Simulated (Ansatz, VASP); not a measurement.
# PbS: VASP beside Ansatz

```
Pb S
1.0
     0.00000    2.98765    2.98765
     2.98765    0.00000    2.98765
     2.98765    2.98765    0.00000
Pb S
1 1
Direct
  0.00000 0.00000 0.00000
  0.50000 0.50000 0.50000
```

Alike in both runs: task single point; functional r2SCAN; k mesh 8 × 8 × 8; occupations gaussian, width 0.02 eV; no spin polarisation.

|  | VASP | Ansatz |
| --- | --- | --- |
| version | VASP 6.6.1 | Ansatz 0.2.0 |
| potentials or method | VASP PAW PBE potentials, release 64 (Pb_d, S), cutoff 550 eV | scalar-relativistic, plane waves, PAW |
| valence electrons in the cell | 20 | 20 |

Ansatz gave:

| Property | Result |
| --- | --- |
| gap on the k mesh at the Fermi level (eV) | 0.69 |
| pressure (GPa) | 0.0 |

**Question.** What did VASP give for the same quantities?

**Answer.** gap on the k mesh at the Fermi level (eV): 0.70; pressure (GPa): 0.0.

VASP's potentials were made for PBE, not for r2SCAN.

Spin-orbit coupling is off throughout.
